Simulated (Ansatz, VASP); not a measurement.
**One calculation of MgS, two programs**

```
Mg S
1.0
    -0.01301    2.59515    2.59515
     2.59515   -0.01301    2.59515
     2.59515    2.59515   -0.01301
Mg S
1 1
Direct
  0.00000 0.00000 0.00000
  0.50000 0.50000 0.50000
```

Change from the starting cell: equal xy, yz and zx engineering shears of -0.5 %, PAW files.

Alike in both runs: functional r2SCAN; k mesh 8 × 8 × 8; no spin polarisation.

Ansatz relaxed the structure, and its values are those at the end. VASP's run is a single point on that final structure, the one shown.

```csv
,VASP,Ansatz
version,VASP 6.6.1,Ansatz 0.2.0
potentials or method,"VASP PAW PBE potentials, release 64 (Mg, S)","PAW with Ansatz's default frozen-core files, scalar-relativistic"
plane-wave cutoff (eV),660,500
occupations,"gaussian, width 0.01 eV",fixed
valence electrons in the cell,8,16
```

Ansatz gave:

* gap on the k mesh at the Fermi level (eV): 3.41
* pressure (GPa): 0.0

Problem. Estimate VASP's values.

Solution. gap on the k mesh at the Fermi level (eV): 3.38; pressure (GPa): -0.5.

VASP's potentials were made for PBE, not for r2SCAN. VASP's potentials hold 8 valence electrons a cell and Ansatz's 16, so a difference there can come from the potentials and not from the codes.
